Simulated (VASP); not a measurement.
# HC64 (a cell with a defect) in VASP: single point with PBEsol

Aim: the single point of HC64 (a cell with a defect) with PBEsol.

Program: VASP 6.6.1. These are calculated values, not measurements. Logs are shortened: lines on timing, memory, paths and dates and some standing lists are left out, and cuts for length are marked.

## Step 1: The cell of the first run

The cell holds a defect, 65 atoms: a = 7.108 Å, b = 7.108 Å, c = 7.108 Å, α = 90.00°, β = 90.00°, γ = 90.00°.

## Step 2: Single point, PBEsol, collinear spin

Contents of INCAR:

```
ALGO     = Normal         # electronic algorithm
EDIFF    = 1E-6           # SCF threshold, eV
ENCUT    = 520            # plane-wave cutoff, eV
GGA      = PS             # functional
GGA_COMPAT= F            
ISIF     = 2              # what is computed and relaxed
ISMEAR   = -1             # smearing method
ISPIN    = 2              # spin polarisation
LASPH    = T              # aspherical terms in the spheres
LCHARG   = F              # write CHGCAR
LORBIT   = 11             # projections on sites
LREAL    = Auto         
LWAVE    = F              # write WAVECAR
MAGMOM   = 0 0 0 0 0 0 0 0.091 0 0 0 0 0 0 0 0 0 0.091 0 0 0 0 0 0 0.091 0.091 0 0 0 0 0 0 0 0 0.091 0 0 0 0 0 0.091 0 0.091 0 0 0 0 0 0 0 0 0 0.091 0 0 0 0.091 0 0 0 0.091 0 0 0 0.091 # initial moments
NBANDS   = 170            # bands
NELM     = 200            # most SCF steps
PREC     = Accurate       # precision mode
SIGMA    = 0.05           # smearing width, eV
```

Contents of KPOINTS:

```
k-points
0
Gamma
  1 1 1
```

Contents of POSCAR:

```
HC64
1.0
    7.1076060000      0.0000000000      0.0000000000
    0.0000000000      7.1076060000      0.0000000000
    0.0000000000      0.0000000000      7.1076060000
C H
64 1
Direct
    0.9996900000      0.0001500000      0.0002500000
    0.9994200000      0.9998900000      0.5003100000
    0.9994200000      0.5002200000      0.9999900000
    0.9985200000      0.5004200000      0.5005200000
    0.4997500000      0.9998900000      0.9999900000
    0.4999700000      0.9989900000      0.5005100000
    0.4999700000      0.5004200000      0.9990800000
    0.5003200000      0.5007600000      0.5008600000
    0.1249900000      0.1254600000      0.1255400000
    0.1236400000      0.1241100000      0.6272000000
    0.1236400000      0.6271200000      0.1241900000
    0.1247800000      0.6253900000      0.6254700000
    0.6266400000      0.1241100000      0.1242000000
    0.6249200000      0.1252300000      0.6254800000
    0.6249200000      0.6253900000      0.1253300000
    0.6259200000      0.6263900000      0.6264700000
    0.2494400000      0.2499000000      0.9994600000
    0.2491600000      0.2495900000      0.5009400000
    0.2494400000      0.7504200000      0.0000100000
    0.2493000000      0.7510800000      0.5003700000
    0.7499700000      0.2499000000      0.0000300000
    0.7506200000      0.2497600000      0.5003700000
    0.7496600000      0.7501100000      0.0001700000
    0.7498900000      0.7503400000      0.5001500000
    0.3751100000      0.3755400000      0.1216900000
    0.3747800000      0.3752300000      0.6294400000
    0.3749500000      0.8754400000      0.1250400000
    0.3748500000      0.8753600000      0.6258600000
    0.8749800000      0.3754100000      0.1250400000
    0.8748900000      0.3753300000      0.6258600000
    0.8749100000      0.8753900000      0.1255400000
    0.8748700000      0.8753300000      0.6253200000
    0.2494500000      0.9993700000      0.2500000000
    0.2494400000      0.9999300000      0.7505200000
    0.2491600000      0.5008400000      0.2497000000
    0.2493000000      0.5002700000      0.7511800000
    0.7499700000      0.9999300000      0.2500000000
    0.7496600000      0.0000700000      0.7502100000
    0.7506200000      0.5002700000      0.2498500000
    0.7498700000      0.5000600000      0.7504400000
    0.3751100000      0.1216000000      0.3756300000
    0.3749400000      0.1249500000      0.8755400000
    0.3747800000      0.6293500000      0.3753300000
    0.3748700000      0.6257700000      0.8754600000
    0.8749800000      0.1249500000      0.3755000000
    0.8749200000      0.1254400000      0.8754700000
    0.8748900000      0.6257700000      0.3754100000
    0.8748700000      0.6252200000      0.8754300000
    0.9989000000      0.2499000000      0.2500000000
    0.9994600000      0.2499000000      0.7505200000
    0.9994800000      0.7504200000      0.2499900000
    0.9996100000      0.7501100000      0.7502100000
    0.5004200000      0.2495800000      0.2496800000
    0.4998000000      0.2497600000      0.7511800000
    0.4998200000      0.7510800000      0.2498500000
    0.4996100000      0.7503400000      0.7504200000
    0.1211100000      0.3755400000      0.3756400000
    0.1244900000      0.3754100000      0.8755300000
    0.1244900000      0.8754400000      0.3755000000
    0.1249800000      0.8753700000      0.8754700000
    0.6288600000      0.3752300000      0.3753200000
    0.6253200000      0.3753300000      0.8754600000
    0.6253200000      0.8753600000      0.3754100000
    0.6247500000      0.8753300000      0.8754100000
    0.3734700000      0.3740800000      0.3741500000
```

Potentials or basis: VASP PAW PBE potentials, release 64 (C, H).

Started as:

```console
$ cat potpaw_PBE.64/C/POTCAR potpaw_PBE.64/H/POTCAR > POTCAR
$ mpirun -np 1 vasp_gam > vasp.out
```

OUTCAR:

```text
EDIFF = 1E-6
   ENCUT = 520
   GGA = PS
   ISIF = 2
   ISMEAR = -1
   ISPIN = 2
   LASPH = T
   LORBIT = 11
   LREAL = Auto
   NELM = 200
   PREC = Accurate

 ion  position               nearest neighbor table
   1  1.000  0.000  0.000-  31 1.54  46 1.54  60 1.54   9 1.54
   2  0.999  1.000  0.500-  32 1.54  45 1.54  59 1.54  10 1.54
   3  0.999  0.500  1.000-  48 1.54  29 1.54  58 1.54  11 1.54
   4  0.999  0.500  0.501-  57 1.53  30 1.54  47 1.54  12 1.54
   5  0.500  1.000  1.000-  64 1.54  27 1.54  42 1.54  13 1.54
   6  0.500  0.999  0.501-  41 1.53  63 1.54  28 1.54  14 1.54
[... 56 lines left out ...]
  63  0.625  0.875  0.375-   6 1.54  24 1.54  37 1.54  55 1.54
  64  0.625  0.875  0.875-   5 1.54  38 1.54  23 1.54  56 1.54
  65  0.373  0.374  0.374-

  LATTYP: Found a simple cubic cell.
 ALAT       =     7.1076060000

  Lattice vectors:

 A1 = (   7.1076060000,   0.0000000000,   0.0000000000)
 A2 = (   0.0000000000,   7.1076060000,   0.0000000000)
 A3 = (   0.0000000000,   0.0000000000,   7.1076060000)

Analysis of symmetry for initial positions (statically):
=====================================================================
 Subroutine PRICEL returns:
 Original cell was already a primitive cell.

 Routine SETGRP: Setting up the symmetry group for a
 simple cubic supercell.

 Subroutine GETGRP returns: Found  1 space group operations
 (whereof  1 operations were pure point group operations)
 out of a pool of 48 trial point group operations.

The static configuration has the point symmetry C_1 .

Analysis of symmetry for dynamics (positions and initial velocities):
=====================================================================
 Subroutine PRICEL returns:
 Original cell was already a primitive cell.

 Routine SETGRP: Setting up the symmetry group for a
 simple cubic supercell.

 Subroutine GETGRP returns: Found  1 space group operations
 (whereof  1 operations were pure point group operations)
 out of a pool of 48 trial point group operations.

The dynamic configuration has the point symmetry C_1 .

Analysis of structural, dynamic, and magnetic symmetry:
=====================================================================
 Subroutine PRICEL returns:
 Original cell was already a primitive cell.

 Routine SETGRP: Setting up the symmetry group for a
 simple cubic supercell.

 Subroutine GETGRP returns: Found  1 space group operations
 (whereof  1 operations were pure point group operations)
 out of a pool of 48 trial point group operations.

The overall configuration has the point symmetry C_1 .

 Subroutine INISYM returns: Found  1 space group operations
 (whereof  1 operations are pure point group operations),
 and found     1 'primitive' translations

----------------------------------------------------------------------------------------

                                     Primitive cell

  volume of cell :     359.0625

  direct lattice vectors                    reciprocal lattice vectors
     7.107606000  0.000000000  0.000000000     0.140694349  0.000000000  0.000000000
     0.000000000  7.107606000  0.000000000     0.000000000  0.140694349  0.000000000
     0.000000000  0.000000000  7.107606000     0.000000000  0.000000000  0.140694349

  length of vectors
     7.107606000  7.107606000  7.107606000     0.140694349  0.140694349  0.140694349

  position of ions in fractional coordinates (direct lattice)
     0.999690000  0.000150000  0.000250000
     0.999420000  0.999890000  0.500310000
     0.999420000  0.500220000  0.999990000
[... 178 lines left out ...]
   EDIFF  = 0.1E-05   stopping-criterion for ELM
   LREAL  =      T    real-space projection
   EDIFFG = 0.1E-04   stopping-criterion for IOM
   NSW    =      0    number of steps for IOM
   IBRION =     -1    ionic relax: 0-MD 1-quasi-New 2-CG
   NFREE  =      0    steps in history (QN), initial steepest desc. (CG)
   ISIF   =      2    stress and relaxation
   ISYM   =      2    0-nonsym 1-usesym 2-fastsym
   POTIM  = 0.5000    time-step for ionic-motion
   TEBEG  =    0.0;   TEEND  =   0.0 temperature during run
   PSTRESS=    0.0 pullay stress
   NELECT =     257.0000    total number of electrons
   NUPDOWN=      -1.0000    fix difference up-down
   EMIN   =  10.00;   EMAX   =-10.00  energy-range for DOS
   EFERMI =   0.00;   METHOD = LEGACY
   ISMEAR =    -1;   SIGMA  =   0.05  broadening in eV -4-tet -1-fermi 0-gaus
   EFERMI_NEDOS =   21; number of points for ismear=-14 and -15
   IALGO  =     38    algorithm
   IMIX   =      4    mixing-type and parameters
     AMIX     =   0.40;   BMIX     =  1.00
     AMIX_MAG =   1.60;   BMIX_MAG =  1.00
  volume/ion in A,a.u.               =       5.52        37.28
  Fermi-wavevector in a.u.,A,eV,Ry     =   1.464409  2.767333 29.177627  2.144495
  Thomas-Fermi vector in A             =   2.580389
   LORBIT       =     11    0 simple, 1 ext, 2 COOP (PROOUT), +10 PAW based schemes
   GGA     = PS    functional components
   LHFCALC =     F    Hartree Fock is set to
   AEXX    =    0.0000 exact exchange contribution
   IVDW    =     0    specifies the selected vdW correction
   LEPSILON=     F    determine dielectric tensor
   LRPA    =     F    only Hartree local field effects (RPA)
 spin polarized calculation
  energy-cutoff  :      520.00
  volume of cell :      359.06
 maximum number of plane-waves:      4886
 NGX is ok and might be reduce to    54
   NGX = 27   NGY = 27   NGZ = 27

 number of electron     257.0000003 magnetization       1.0000983

 Free energy of the ion-electron system (eV)
  ---------------------------------------------------
  ext. energy  EPLUGINS =         0.00000000
  ---------------------------------------------------
  free energy    TOTEN  =      -607.51096658 eV

  energy without entropy =     -607.51093568  energy(sigma->0) =     -607.51095113

 E-fermi :  12.0532     XC(G=0): -13.5001

 val. band max:       11.5268550667   @ k =   0.0000   0.0000   0.0000
 cond. band min:      12.5795374682   @ k =   0.0000   0.0000   0.0000
 fundamental gap:      1.0526824015
 Fermi energy:        12.0531962575

 spin component 1

 k-point     1 :       0.0000    0.0000    0.0000
  band No.  band energies     occupation
      1     -11.8356      1.00000
      2      -9.8225      1.00000
      3      -9.4634      1.00000
      4      -9.4633      1.00000
      5      -9.4410      1.00000
      6      -9.4408      1.00000
[... 132 lines left out ...]
    139      14.5386      0.00000
    140      14.5389      0.00000
 Fermi energy:        12.0531962575

 spin component 2

 k-point     1 :       0.0000    0.0000    0.0000
  band No.  band energies     occupation
      1     -11.7929      1.00000
      2      -9.6857      1.00000
      3      -9.4505      1.00000
      4      -9.4504      1.00000
      5      -9.4225      1.00000
      6      -9.4223      1.00000
[... 132 lines left out ...]
    139      14.5556      0.00000
    140      14.5559      0.00000
 [bands above 140 left out]

------------------------ aborting loop because EDIFF is reached ----------------------------------------

  FORCE on cell =-STRESS in cart. coord.  units (eV):
  Direction    XX          YY          ZZ          XY          YZ          ZX
  --------------------------------------------------------------------------------------
  -------------------------------------------------------------------------------------
  Total       15.3661454     15.3798994     15.3789480     -0.3860421     -0.3763670     -0.3947655
  in kB       68.5654743     68.6268462     68.6226012     -1.7225632     -1.6793919     -1.7614882
  external PRESSURE =      68.6049739 kB  Pullay stress =       0.0000000 kB

 VOLUME and BASIS-vectors are now :
 -----------------------------------------------------------------------------
  energy-cutoff  :      520.00
  volume of cell :      359.06
      direct lattice vectors                 reciprocal lattice vectors
     7.107606000  0.000000000  0.000000000     0.140694349  0.000000000  0.000000000
     0.000000000  7.107606000  0.000000000     0.000000000  0.140694349  0.000000000
     0.000000000  0.000000000  7.107606000     0.000000000  0.000000000  0.140694349

 POSITION                                       TOTAL-FORCE (eV/Angst)
 -----------------------------------------------------------------------------------
      7.10540      0.00107      0.00178         0.064845      0.063856      0.060130
      7.10348      7.10682      3.55601         0.086983      0.081521      0.153695
      7.10348      3.55537      7.10753         0.087828      0.153850      0.075491
      7.09709      3.55679      3.55750         0.044918      0.096639      0.094039
      3.55203      7.10682      7.10753         0.154589      0.074959      0.073122
      3.55359      7.10043      3.55743         0.099117      0.043892      0.095303
[... 57 lines left out ...]
      4.44048      6.22150      6.22207        -0.096493     -0.069290     -0.068913
      2.65448      2.65881      2.65931         0.051500      0.049515      0.049695
 -----------------------------------------------------------------------------------
    total drift:                                0.044235     -0.016006     -0.012043

  FREE ENERGIE OF THE ION-ELECTRON SYSTEM (eV)
  ---------------------------------------------------
  free  energy   TOTEN  =      -607.5109665758 eV

  energy  without entropy=     -607.5109356759  energy(sigma->0) =     -607.51095113

 total charge

# of ion       s       p       d       tot
------------------------------------------
    1        0.819   1.766   0.000   2.585
    2        0.819   1.771   0.000   2.589
    3        0.819   1.771   0.000   2.589
    4        0.819   1.773   0.000   2.591
    5        0.819   1.771   0.000   2.589
    6        0.819   1.773   0.000   2.591
[... 57 lines left out ...]
   64        0.819   1.769   0.000   2.588
   65        0.517   0.057   0.000   0.573
--------------------------------------------------
tot         53.009 113.102   0.000 166.111

 magnetization (x)

# of ion       s       p       d       tot
------------------------------------------
    1        0.000  -0.000   0.000   0.000
    2       -0.000  -0.000   0.000  -0.000
    3       -0.000  -0.000   0.000  -0.000
    4       -0.000   0.003   0.000   0.003
    5       -0.000  -0.000   0.000  -0.000
    6       -0.000   0.003   0.000   0.003
[... 57 lines left out ...]
   64        0.001   0.001   0.000   0.001
   65        0.273   0.005   0.000   0.278
--------------------------------------------------
tot          0.438   0.143   0.000   0.581
```

Wall time 4.9 min (1 thread of Intel Xeon 6975P-C, shared host); peak memory 0.51 GiB.

Results:

| Property | Result |
| --- | --- |
| Free energy | -607.5110 eV |
| Pressure | 6.9 GPa |
| Largest force | 0.240 eV/Å |
| Band gap on the k mesh | 1.05 eV |
| Net moment | 1.00 μB per cell |
| Site moments | C +0.00, -0.00, +0.01, +0.03, +0.02; H +0.28 μB |
| Valence electrons inside the program's atomic spheres | C 2.58, 2.59, 2.56; H 0.57 |

Forces in eV/Å, atoms in the order of the input:
```
C    0.065  0.064  0.060
C    0.087  0.082  0.154
C    0.088  0.154  0.075
C    0.045  0.097  0.094
C    0.155  0.075  0.073
C    0.099  0.044  0.095
C    0.100  0.096  0.047
C   -0.017 -0.013 -0.019
C   -0.063 -0.071 -0.065
C   -0.109 -0.116 -0.176
C   -0.110 -0.180 -0.115
C   -0.048 -0.085 -0.078
C   -0.171 -0.115 -0.113
C   -0.079 -0.044 -0.082
C   -0.077 -0.084 -0.048
C    0.019  0.013  0.015
C    0.055  0.059 -0.036
C    0.062  0.071  0.065
C    0.071  0.097  0.049
C    0.045  0.156  0.127
C    0.090  0.071  0.044
C    0.152  0.048  0.127
C    0.076  0.083  0.056
C    0.056  0.059  0.139
C   -0.101 -0.105  0.007
C   -0.017 -0.019 -0.232
C   -0.091 -0.058 -0.019
C   -0.095 -0.078 -0.125
C   -0.057 -0.093 -0.018
C   -0.079 -0.099 -0.122
C   -0.067 -0.074 -0.054
C   -0.074 -0.076 -0.096
C    0.052 -0.036  0.056
C    0.067  0.049  0.095
C    0.062  0.066  0.067
C    0.046  0.131  0.152
C    0.089  0.047  0.070
C    0.075  0.061  0.080
C    0.151  0.129  0.049
C    0.061  0.142  0.058
C   -0.100  0.006 -0.103
C   -0.088 -0.020 -0.057
C   -0.016 -0.234 -0.020
C   -0.100 -0.126 -0.082
C   -0.056 -0.019 -0.089
C   -0.071 -0.055 -0.068
C   -0.076 -0.126 -0.096
C   -0.075 -0.096 -0.075
C   -0.040  0.057  0.055
C    0.053  0.073  0.093
C    0.048  0.098  0.072
C    0.067  0.080  0.079
C    0.059  0.073  0.071
C    0.136  0.046  0.154
C    0.130  0.154  0.048
C    0.139  0.059  0.062
C    0.014 -0.101 -0.100
C   -0.025 -0.086 -0.050
C   -0.023 -0.052 -0.085
C   -0.060 -0.064 -0.066
C   -0.225 -0.020 -0.020
C   -0.129 -0.096 -0.076
C   -0.126 -0.074 -0.091
C   -0.096 -0.069 -0.069
H    0.051  0.050  0.050
```

Stress tensor (GPa, compression positive):
```
 6.86 -0.17 -0.18
-0.17  6.86 -0.17
-0.18 -0.17  6.86
```

Caveat: the k points lie up to 0.88 Å⁻¹ apart; the PAW data sets were made with another functional, which shifts forces and pressure a little.
